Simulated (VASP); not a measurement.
# Be: single point with LDA

Crystal: Be.

```
Be
1.0
     2.28530    0.00000    0.00000
    -1.14265    1.97913    0.00000
     0.00000    0.00000    3.58420
Be
2
Direct
  0.66667 0.33333 0.75000
  0.33333 0.66667 0.25000
```

```
Program             : VASP 6.6.1
Task                : single point
Functional          : LDA
Potentials or basis : VASP PAW LDA potentials, release 64 (Be)
Cutoff              : 520 eV
k mesh              : 8 × 8 × 4
Occupations         : fermi-dirac, width 0.05 eV
Spin                : no spin polarisation
```

```yaml
Pressure: -7.9 GPa
Band_gap_on_the_k_mesh: zero (filled and empty bands overlap)
```

Stress tensor (GPa, compression positive):
```
-8.99  0.00  0.00
 0.00 -8.99  0.00
 0.00  0.00 -5.59
```

Levels at points of the mesh, in eV from the Fermi level:
```
           k point  band 1  band 2  band 3  band 4  band 5  band 6  band 7
(0.00, 0.00, 0.00)  -11.77   -5.01    0.50   14.64   14.64   17.44   17.44
(0.50, 0.00, 0.00)   -5.61   -3.78    2.82    5.73    5.92    8.32    9.30
(0.00, 0.00, 0.50)   -9.65   -9.65    9.87    9.87   16.24   16.24   16.24
(0.50, 0.00, 0.50)   -4.26   -4.26    0.87    0.87   10.88   10.88   14.26
```

Wall time 3.2 s on 1 thread of Intel Xeon 8259CL, with other jobs on the host, peak memory 0.11 GiB.

Caveat: the k points lie up to 0.44 Å⁻¹ apart.
